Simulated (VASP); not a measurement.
# SnO2 (Cm) in VASP: single point with r2SCAN

Aim: the single point of SnO2 with r2SCAN.

Everything below comes from runs of VASP 6.6.1. Logs are shortened: lines on timing, memory, paths and dates and some standing lists are left out, and cuts for length are marked.

### Step 1. The cell of the first run

It takes space group Cm (No. 8, monoclinic). The conventional cell has a = 5.602 Å, b = 3.234 Å, c = 5.151 Å, α = 90.00°, β = 111.25°, γ = 90.00°. Sn (site symmetry m) has 6 O at 1.94 to 2.31 Å within 2.6 Å. O (site symmetry m) has 3 Sn at 1.94 to 2.16 Å within 2.6 Å. Within 2.8 Å of O (site symmetry m) lie 3 Sn at 2.10 to 2.31 Å and 3 O at 2.76 Å.

### Step 2. Single point, r2SCAN

POSCAR reads:

```
SnO2
1.0
    1.6170930752      0.9336291223      4.8005925840
   -1.6170930752      0.9336291223      4.8005925840
    0.0000000000     -1.8672582446      4.8005925840
Sn O
1 2
Direct
    0.4768142808      0.4768142808      0.5650299304
    0.2371700000      0.2371700000      0.2371700000
    0.7628300000      0.7628300000      0.7628300000
```

INCAR.step1 reads:

```
SYSTEM = SnO2
ALGO = Normal
EDIFF = 1E-4
ENCUT = 520
GGA = PE
ISMEAR = 0
LASPH = .TRUE.
LCHARG = .FALSE.
LREAL = .FALSE.
LWAVE = .TRUE.
NBANDS = 20
NELM = 100
PREC = Accurate
SIGMA = 0.05
```

INCAR.step2 reads:

```
SYSTEM = SnO2
ALGO = Normal
EDIFF = 1E-7
ENCUT = 520
ISIF = 2
ISMEAR = 0
ISTART = 1
LASPH = .TRUE.
LCHARG = .FALSE.
LMIXTAU = .TRUE.
LREAL = .FALSE.
LWAVE = .FALSE.
METAGGA = R2SCAN
NBANDS = 20
NELM = 100
PREC = Accurate
SIGMA = 0.05
```

KPOINTS reads:

```
k-points
0
G
  12 12 12
  0 0 0
```

Potentials or basis: VASP PAW PBE potentials, release 64 (Sn_d, O).

On the command line:

```bash
$ cat potpaw_PBE.64/Sn_d/POTCAR potpaw_PBE.64/O/POTCAR > POTCAR
$ cp INCAR.step1 INCAR
$ mpirun -np 1 vasp_std > vasp.out
$ cp INCAR.step2 INCAR
$ mpirun -np 1 vasp_std > vasp.out
```

OUTCAR:

```text
SYSTEM = SnO2
   EDIFF = 1E-7
   ENCUT = 520
   ISIF = 2
   ISMEAR = 0
   ISTART = 1
   LASPH = .TRUE.
   LREAL = .FALSE.
   METAGGA = R2SCAN
   NELM = 100
   PREC = Accurate

 ion  position               nearest neighbor table
   1  0.477  0.477  0.565-   2 1.94   3 2.10   3 2.10   2 2.16   2 2.16   3 2.31
   2  0.237  0.237  0.237-   1 1.94   1 2.16   1 2.16
   3  0.763  0.763  0.763-   1 2.10   1 2.10   1 2.31

  LATTYP: Found a trigonal (rhomboedric) cell.
 ALAT       =     5.1509554948
 COS(alpha) =     0.8028828391

  Lattice vectors:

 A1 = (   1.6170930752,   0.9336291223,   4.8005925840)
 A2 = (  -1.6170930752,   0.9336291223,   4.8005925840)
 A3 = (   0.0000000000,  -1.8672582446,   4.8005925840)

Analysis of symmetry for initial positions (statically):
=====================================================================
 Subroutine PRICEL returns:
 Original cell was already a primitive cell.

 Routine SETGRP: Setting up the symmetry group for a
 trigonal (rhombohedral) supercell.

 Subroutine GETGRP returns: Found  2 space group operations
 (whereof  2 operations were pure point group operations)
 out of a pool of 12 trial point group operations.

The static configuration has the point symmetry C_1h.

Analysis of symmetry for dynamics (positions and initial velocities):
=====================================================================
 Subroutine PRICEL returns:
 Original cell was already a primitive cell.

 Routine SETGRP: Setting up the symmetry group for a
 trigonal (rhombohedral) supercell.

 Subroutine GETGRP returns: Found  2 space group operations
 (whereof  2 operations were pure point group operations)
 out of a pool of 12 trial point group operations.

The dynamic configuration has the point symmetry C_1h.

 Subroutine INISYM returns: Found  2 space group operations
 (whereof  2 operations are pure point group operations),
 and found     1 'primitive' translations

----------------------------------------------------------------------------------------

                                     Primitive cell

  volume of cell :      43.4866

  direct lattice vectors                    reciprocal lattice vectors
     1.617093075  0.933629122  4.800592584     0.309196797  0.178514854  0.069435872
    -1.617093075  0.933629122  4.800592584    -0.309196797  0.178514854  0.069435872
     0.000000000 -1.867258245  4.800592584     0.000000000 -0.357029708  0.069435872

  length of vectors
     5.150955495  5.150955495  5.150955495     0.363719058  0.363719058  0.363719058

  position of ions in fractional coordinates (direct lattice)
     0.476814281  0.476814281  0.565029930
     0.237170000  0.237170000  0.237170000
     0.762830000  0.762830000  0.762830000

  ion indices of the primitive-cell ions
   primitive index   ion index
                 1           1
                 2           2
                 3           3

----------------------------------------------------------------------------------------

 KPOINTS: k-points

Automatic generation of k-mesh.
 Grid dimensions read from file:
 generate k-points for:   12   12   12

 Generating k-lattice:

  Cartesian coordinates                     Fractional coordinates (reciprocal lattice)
     0.025766400  0.014876238  0.005786323     0.083333333  0.000000000 -0.000000000
    -0.025766400  0.014876238  0.005786323     0.000000000  0.083333333 -0.000000000
     0.000000000 -0.029752476  0.005786323    -0.000000000 -0.000000000  0.083333333

  Length of vectors
     0.030309921  0.030309921  0.030309921

  Shift w.r.t. Gamma in fractional coordinates (k-lattice)
     0.000000000  0.000000000  0.000000000

 Subroutine IBZKPT returns following result:
 ===========================================

 Found    476 irreducible k-points:

 Following reciprocal coordinates:
            Coordinates               Weight
  0.000000  0.000000  0.000000      1.000000
  0.083333 -0.000000  0.000000      4.000000
  0.000000  0.000000  0.083333      2.000000
  0.166667  0.000000  0.000000      4.000000
  0.000000  0.000000  0.166667      2.000000
  0.250000  0.000000  0.000000      4.000000
[... 16 lines left out ...]
 -0.333333  0.000000 -0.083333      4.000000
  0.083333  0.000000  0.333333      4.000000
 [... further k-points ...]
   k-points           NKPTS =    476   k-points in BZ     NKDIM =    476   number of bands    NBANDS=     20
   number of dos      NEDOS =    301   number of ions     NIONS =      3
   total plane-waves  NPLWV =  64000
   dimension x,y,z NGX =    40 NGY =   40 NGZ =   40
   dimension x,y,z NGXF=    80 NGYF=   80 NGZF=   80
   ions per type =               1   2
   NGX,Y,Z   is equivalent  to a cutoff of  12.91, 12.91, 12.91 a.u.
   NGXF,Y,Z  is equivalent  to a cutoff of  25.82, 25.82, 25.82 a.u.
 SYSTEM =  SnO2
   PREC   = accura    normal or accurate (medium, high low for compatibility)
   ISTART =      1    job   : 0-new  1-cont  2-samecut
   ICHARG =      0    charge: 1-file 2-atom 10-const
   ISPIN  =      1    spin polarized calculation?
   LNONCOLLINEAR =      F non collinear calculations
   LSORBIT =      F    spin-orbit coupling
   LASPH  =      T    aspherical Exc in radial PAW
   ENCUT  =  520.0 eV  38.22 Ry    6.18 a.u.   9.58  9.58  9.58*2*pi/ulx,y,z
   NELM   =    100;   NELMIN=  2; NELMDL=  0     # of ELM steps
   EDIFF  = 0.1E-06   stopping-criterion for ELM
   LREAL  =      F    real-space projection
   EDIFFG = 0.1E-05   stopping-criterion for IOM
   NSW    =      0    number of steps for IOM
   IBRION =     -1    ionic relax: 0-MD 1-quasi-New 2-CG
   NFREE  =      0    steps in history (QN), initial steepest desc. (CG)
   ISIF   =      2    stress and relaxation
   ISYM   =      2    0-nonsym 1-usesym 2-fastsym
   POTIM  = 0.5000    time-step for ionic-motion
   TEBEG  =    0.0;   TEEND  =   0.0 temperature during run
   PSTRESS=    0.0 pullay stress
   NELECT =      26.0000    total number of electrons
   NUPDOWN=      -1.0000    fix difference up-down
   EMIN   =  10.00;   EMAX   =-10.00  energy-range for DOS
   EFERMI =   0.00;   METHOD = LEGACY
   ISMEAR =     0;   SIGMA  =   0.05  broadening in eV -4-tet -1-fermi 0-gaus
   EFERMI_NEDOS =   21; number of points for ismear=-14 and -15
   IALGO  =     38    algorithm
   IMIX   =      4    mixing-type and parameters
     AMIX     =   0.40;   BMIX     =  1.00
     AMIX_MAG =   1.60;   BMIX_MAG =  1.00
  volume/ion in A,a.u.               =      14.50        97.82
  Fermi-wavevector in a.u.,A,eV,Ry     =   1.379158  2.606231 25.879336  1.902078
  Thomas-Fermi vector in A             =   2.504154
   LORBIT       =      0    0 simple, 1 ext, 2 COOP (PROOUT), +10 PAW based schemes
   METAGGA = R2SCAN    functional components
   LHFCALC =     F    Hartree Fock is set to
   AEXX    =    0.0000 exact exchange contribution
   IVDW    =     0    specifies the selected vdW correction
   LEPSILON=     F    determine dielectric tensor
   LRPA    =     F    only Hartree local field effects (RPA)
 non-spin polarized calculation
 Gauss-broadening in eV      SIGMA  =   0.05
  energy-cutoff  :      520.00
  volume of cell :       43.49
 maximum number of plane-waves:      1188
 NGX is ok and might be reduce to    40
   NGX = 19   NGY = 19   NGZ = 19

 number of electron      25.9999998 magnetization

 Free energy of the ion-electron system (eV)
  ---------------------------------------------------
  ext. energy  EPLUGINS =         0.00000000
  ---------------------------------------------------
  free energy    TOTEN  =       -41.33795822 eV

  energy without entropy =      -41.33795822  energy(sigma->0) =      -41.33795822

 E-fermi :   3.1148     XC(G=0): -10.6871

 val. band max:        2.8885755530   @ k =   0.2500   0.0833  -0.1667
 cond. band min:       5.2351641189   @ k =   0.0000   0.0000   0.0000
 fundamental gap:      2.3465885659
 Fermi energy:         3.1148082526

 k-point     1 :       0.0000    0.0000    0.0000
  band No.  band energies     occupation
      1     -17.8663      2.00000
      2     -17.5621      2.00000
      3     -17.4655      2.00000
      4     -17.2659      2.00000
      5     -17.2550      2.00000
      6     -15.9776      2.00000
[... 12 lines left out ...]
     19      20.3663      0.00000
     20      20.9564      0.00000

 k-point     2 :       0.0833   -0.0000    0.0000
  band No.  band energies     occupation
      1     -17.8817      2.00000
      2     -17.5614      2.00000
      3     -17.4697      2.00000
      4     -17.2730      2.00000
      5     -17.2601      2.00000
      6     -15.9265      2.00000
[... 12 lines left out ...]
     19      19.3340      0.00000
     20      20.8440      0.00000

 k-point     3 :       0.0000    0.0000    0.0833
  band No.  band energies     occupation
      1     -17.8878      2.00000
      2     -17.5738      2.00000
      3     -17.4512      2.00000
      4     -17.2750      2.00000
      5     -17.2548      2.00000
      6     -15.9274      2.00000
[... 12 lines left out ...]
     19      19.2358      0.00000
     20      20.9980      0.00000

 k-point     4 :       0.1667    0.0000    0.0000
  band No.  band energies     occupation
      1     -17.9704      2.00000
      2     -17.5605      2.00000
      3     -17.4374      2.00000
      4     -17.2981      2.00000
      5     -17.2534      2.00000
      6     -15.7703      2.00000
[... 12 lines left out ...]
     19      18.0931      0.00000
     20      20.9951      0.00000

 k-point     5 :       0.0000    0.0000    0.1667
  band No.  band energies     occupation
      1     -18.0044      2.00000
      2     -17.5417      2.00000
      3     -17.4162      2.00000
      4     -17.2938      2.00000
      5     -17.2499      2.00000
      6     -15.7772      2.00000
[... 12 lines left out ...]
     19      17.9796      0.00000
     20      21.1506      0.00000

 k-point     6 :       0.2500    0.0000    0.0000
  band No.  band energies     occupation
      1     -18.1377      2.00000
      2     -17.5380      2.00000
      3     -17.3856      2.00000
      4     -17.3108      2.00000
      5     -17.2308      2.00000
      6     -15.5128      2.00000
[... 12 lines left out ...]
     19      17.2345      0.00000
     20      20.7044      0.00000

 k-point     7 :       0.0000    0.0000    0.2500
  band No.  band energies     occupation
      1     -18.1948      2.00000
      2     -17.4616      2.00000
      3     -17.3829      2.00000
      4     -17.3055      2.00000
      5     -17.2278      2.00000
      6     -15.5334      2.00000
[... 12 lines left out ...]
     19      17.0948      0.00000
     20      20.8288      0.00000
[... 277 lines left out ...]
 k-point    20 :      -0.2500   -0.0000   -0.0833
  band No.  band energies     occupation
      1     -18.0362      2.00000
      2     -17.6144      2.00000
      3     -17.3851      2.00000
      4     -17.3125      2.00000
      5     -17.2407      2.00000
      6     -15.5913      2.00000
[... 12 lines left out ...]
     19      17.6513      0.00000
     20      20.2772      0.00000

 k-point    21 :       0.0833    0.0000    0.2500
  band No.  band energies     occupation
      1     -18.1035      2.00000
      2     -17.5318      2.00000
      3     -17.3832      2.00000
      4     -17.3050      2.00000
      5     -17.2390      2.00000
      6     -15.6093      2.00000
[... 12 lines left out ...]
     19      17.5072      0.00000
     20      20.3930      0.00000

 k-point    22 :       0.3333    0.0833    0.0000
  band No.  band energies     occupation
      1     -18.2382      2.00000
      2     -17.5478      2.00000
      3     -17.3621      2.00000
      4     -17.3042      2.00000
      5     -17.2056      2.00000
      6     -15.2899      2.00000
[... 12 lines left out ...]
     19      17.1784      0.00000
     20      19.3028      0.00000

 k-point    23 :      -0.3333    0.0000   -0.0833
  band No.  band energies     occupation
      1     -18.2021      2.00000
      2     -17.6021      2.00000
      3     -17.3644      2.00000
      4     -17.2987      2.00000
      5     -17.2081      2.00000
      6     -15.2730      2.00000
[... 12 lines left out ...]
     19      17.2433      0.00000
     20      19.3287      0.00000

 k-point    24 :       0.0833    0.0000    0.3333
  band No.  band energies     occupation
      1     -18.2834      2.00000
      2     -17.4819      2.00000
      3     -17.3649      2.00000
      4     -17.3001      2.00000
      5     -17.2022      2.00000
      6     -15.3081      2.00000
[... 12 lines left out ...]
     19      17.0243      0.00000
     20      19.3921      0.00000

 [... further k-points ...]
[... 5 lines left out ...]
  --------------------------------------------------------------------------------------
  -------------------------------------------------------------------------------------
  Total       -1.8406026      0.5693955     -1.0761924      0.0000000     -1.3506903      0.0000000
  in kB      -67.8133337     20.9782417    -39.6501632      0.0000000    -49.7634946      0.0000000
  external PRESSURE =     -28.8284184 kB  Pullay stress =       0.0000000 kB

 VOLUME and BASIS-vectors are now :
 -----------------------------------------------------------------------------
  energy-cutoff  :      520.00
  volume of cell :       43.49
      direct lattice vectors                 reciprocal lattice vectors
     1.617093075  0.933629122  4.800592584     0.309196797  0.178514854  0.069435872
    -1.617093075  0.933629122  4.800592584    -0.309196797  0.178514854  0.069435872
     0.000000000 -1.867258245  4.800592584     0.000000000 -0.357029708  0.069435872

 POSITION                                       TOTAL-FORCE (eV/Angst)
 -----------------------------------------------------------------------------------
      0.00000     -0.16472      7.29046         0.000000      2.650409     -2.035481
      0.00000      0.00000      3.41567         0.000000     -2.103821      0.828597
      0.00000      0.00000     10.98611         0.000000     -0.546588      1.206884
 -----------------------------------------------------------------------------------
    total drift:                               -0.000000      0.000057      0.000793

  FREE ENERGIE OF THE ION-ELECTRON SYSTEM (eV)
  ---------------------------------------------------
  free  energy   TOTEN  =       -41.3379582212 eV

  energy  without entropy=      -41.3379582212  energy(sigma->0) =      -41.33795822
```

Wall time 19 min (1 thread of Intel Xeon 6975P-C (Granite Rapids), shared host); peak memory 0.54 GiB.

Results:

- Free energy: -41.3380 eV
- Pressure: -2.9 GPa
- Largest force: 3.342 eV/Å
- Band gap on the k mesh: 2.35 eV (least direct gap 2.48 eV)

Forces on the atoms (eV/Å):
```
Sn   0.000  2.650 -2.035
O    0.000 -2.104  0.829
O    0.000 -0.547  1.207
```

Caveat: the cell differs from its parent crystal (all Sn atoms moved +0.188 Å, as atom 1 towards its neighbour atom 2 (O) at 2.125 Å); the PAW data sets were made with another functional, which shifts forces and pressure a little; spin-orbit coupling is left out, which moves the levels of the heavy elements. A k mesh can miss the band edges.
